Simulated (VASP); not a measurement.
## BaF2: single point with PBEsol

The system is BaF2.

```
Ba F
1.0
     0.00000    3.09716    3.09716
     3.09716    0.00000    3.09716
     3.09716    3.09716    0.00000
Ba F
1 2
Direct
  0.00000 0.00000 0.00000
  0.25000 0.25000 0.25000
  0.75000 0.75000 0.75000
```

```json
{"Program": "VASP 6.6.1", "Task": "single point", "Functional": "PBEsol", "Potentials or basis": "VASP PAW PBE potentials, release 64 (Ba_sv, F)", "Cutoff": "600 eV", "k mesh": "6 × 6 × 6", "Occupations": "gaussian, width 0.01 eV", "Spin": "no spin polarisation", "Dipole correction": "no", "Further INCAR settings": "ALGO = Normal; EDIFF = 1e-06; NBANDS = 19"}
```

* Pressure: -0.5 GPa
* Band gap on the k mesh: 6.65 eV (least direct gap 6.72 eV)

Levels at points of the mesh, in eV from the valence-band top:
| k point | band 9 | band 10 | band 11 | band 12 | band 13 | band 14 | band 15 | band 16 |
| --- | --- | --- | --- | --- | --- | --- | --- | --- |
| (0.00, 0.00, 0.00) | -1.52 | -0.07 | -0.07 | -0.07 | 6.65 | 9.13 | 9.13 | 11.36 |
| (0.50, 0.00, 0.00) | -0.67 | -0.34 | -0.16 | -0.16 | 9.03 | 9.14 | 9.14 | 9.71 |
| (0.50, 0.50, 0.00) | -0.36 | -0.32 | -0.32 | -0.12 | 7.19 | 8.93 | 10.67 | 11.94 |

It took 44 s on 1 thread of Intel Xeon 8259CL, on a shared host, peak memory 0.21 GiB.

Caveat: the PAW data sets were made with another functional, which shifts forces and pressure a little; spin-orbit coupling is left out, which moves the levels of the heavy elements. A k mesh can miss the band edges.
